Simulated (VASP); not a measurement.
Here is a VASP 6.6.1 calculation.

INCAR

```
SYSTEM = Ge
PREC = Accurate
ENCUT = 520
EDIFF = 1E-6
ISMEAR = 0
SIGMA = 0.1
LREAL = .FALSE.
LASPH = .TRUE.
NELM = 100
ALGO = Normal
ISIF = 2
LWAVE = .FALSE.
LCHARG = .FALSE.
GGA = PE
NBANDS = 51
```

The input KPOINTS:

```
Automatic mesh
0
G
  10 6 6
  0 0 0
```

File POSCAR:

```
Ge
1.0
    4.0887242984      0.0000000000      0.0000000000
    0.0000000000      6.2115934587      0.0000000000
    0.0000000000      0.0000000000      6.2653483483
Ge
6
Direct
    0.7500000000      0.2945750331      0.1166925185
    0.2500000000      0.7054249669      0.8833074815
    0.2500000000      0.2945750331      0.8833074815
    0.7500000000      0.7054249669      0.1166925185
    0.2500000000      0.0000000000      0.6132011473
    0.7500000000      0.0000000000      0.3867988527
```

Potentials or basis: VASP PAW PBE potentials, release 64 (Ge_d).

The run is started by

```bash
$ cat potpaw_PBE.64/Ge_d/POTCAR > POTCAR
$ mpirun -np 1 vasp_std > vasp.out
```

Problem. Estimate the band gap on the k mesh.

Solution. Zero (bands 42 and 43 overlap by 0.20 eV).

Problem. What does it give for the pressure?

Solution. 0.0 GPa.

Caveat: semilocal functionals underestimate gaps, and a narrow one can read as zero.
